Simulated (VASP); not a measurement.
TaW:

```
Ta W
1.0
     1.61413   -2.30703    0.00000
     1.61413    2.30703    0.00000
     0.00000    0.00000    4.52140
Ta W
1 1
Direct
  0.00000 0.00000 0.00000
  0.50000 0.50000 0.50000
```

| Property | Result |
| --- | --- |
| Program | VASP 6.6.1 |
| Task | relaxation of volume and atoms at fixed shape |
| Functional | PBEsol |
| Potentials or basis | VASP PAW PBE potentials, release 64 (Ta_pv, W_sv) |
| Cutoff | 600 eV |
| k mesh | 8 × 8 × 5 |
| Occupations | gaussian, width 0.05 eV |
| Spin | no spin polarisation |

At the start: pressure -4.3 GPa; volume 16.84 Å³/atom.

**Question.** How do energy, volume and symmetry change on relaxing?

**Answer.** Over 3 steps the energy falls by 3.8 meV/atom and the volume is 16.56 Å³/atom (-1.6 %); space group Cmmm (No. 65, to 0.05 Å).

The path:
```tsv
step	energy change (eV)	largest force (eV/Å)	pressure (GPa)	volume (Å³)
1	0.0000	0.0000	-4.28	33.67
2	0.0609	0.0000	14.41	31.53
3	-0.0075	0.0000	-0.04	33.13
```

Final structure:
```
CELL_PARAMETERS angstrom
1.60533 -2.29445 0.00000
1.60533 2.29445 0.00000
0.00000 0.00000 4.49675
ATOMIC_POSITIONS crystal
Ta 0.00000 0.00000 0.00000
W 0.50000 0.50000 0.50000
```

Caveat: the PAW data sets were made with another functional, which shifts forces and pressure a little.
